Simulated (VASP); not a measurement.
Wanted: the native input for a VASP 6.6.1 run.

```
Task                   : single point
Functional             : PBE
Potentials or basis    : VASP PAW PBE potentials, release 64 (Nb_sv)
Cutoff                 : 520 eV
k mesh                 : 22 × 22 × 22
Occupations            : fermi-dirac, width 0.05 eV
Spin                   : non-collinear spin, zero start, spin-orbit coupling
Starting moments       : [[0.0, 0.0, 0.0]] μB
Dipole correction      : no
Further INCAR settings : ALGO = Normal; EDIFF = 1e-06; NBANDS = 24
```

The structure of Nb lies in POSCAR:

```
Nb
1.0
   -1.6554373320      1.6554373320      1.6554373320
    1.6554373320     -1.6554373320      1.6554373320
    1.6554373320      1.6554373320     -1.6554373320
Nb
1
Direct
    0.0000000000      0.0000000000      0.0000000000
```

The input as run:

INCAR

```
PREC = Accurate ; ENCUT = 520
EDIFF = 1E-6 ; ISMEAR = -1
SIGMA = 0.05 ; LREAL = False
LASPH = True ; NELM = 150
ALGO = Normal ; ISIF = 2
LWAVE = False ; LCHARG = False
MAGMOM = 0 0 0 ; LORBIT = 11
LSORBIT = True ; GGA_COMPAT = False
LORBMOM = True ; LMAXMIX = 4
GGA = PE ; NBANDS = 24
```

KPOINTS

```
regular mesh
0
Gamma
  22 22 22
```

Potentials or basis: VASP PAW PBE potentials, release 64 (Nb_sv).

The run is started by

```bash
$ cat potpaw_PBE.64/Nb_sv/POTCAR > POTCAR
$ mpirun -np 1 vasp_ncl > vasp.out
```

Results of the run:

| Item | Value |
| --- | --- |
| Pressure | -0.4 GPa |
| Net moment | 0.00 μB per cell |
| Valence electrons inside the program's atomic spheres | Nb 10.71 |

Wall time 3.4 min on 1 thread of Intel(R) Xeon(R) Platinum 8488C (Sapphire Rapids), on a shared host, peak memory 0.33 GiB.
